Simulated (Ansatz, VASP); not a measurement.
# MnHg in VASP and in Ansatz

```
Mn Hg
1.0
     3.23226    0.00000    0.00000
     0.00000    3.23226    0.00000
     0.00000    0.00000    3.25684
Mn Hg
1 1
Direct
  0.50000 0.50000 0.50000
  0.00000 0.00000 0.00000
```

Change from the starting cell: volume scaled by 0.95.

Alike in both runs: task single point; functional PBE; k mesh 10 × 10 × 10; occupations fermi-dirac, width 0.05 eV; collinear spin.

|  | VASP | Ansatz |
| --- | --- | --- |
| version | VASP 6.6.1 | Ansatz 0.2.0 |
| potentials or method | VASP PAW PBE potentials, release 64 (Mn_pv, Hg), cutoff 520 eV | all-electron LAPW, scalar-relativistic |

Ansatz gave:

```
pressure (GPa)                                                : 6.8
traceless stress, the component that is largest in VASP (GPa) : -0.05
net moment per atom (μB)                                      : 1.89
size of the moment on the site where the two differ most (μB) : 3.79
```

**Question.** What did VASP give for the same quantities?

**Answer.** Pressure (GPa): 7.4; traceless stress, the component that is largest in VASP (GPa): -0.07; net moment per atom (μB): 1.89; size of the moment on the site where the two differ most (μB): 3.70.

Site moments also hang on the region over which each program counts them. Ansatz ran all-electron here, and VASP with PAW potentials.

Spin-orbit coupling is off throughout.
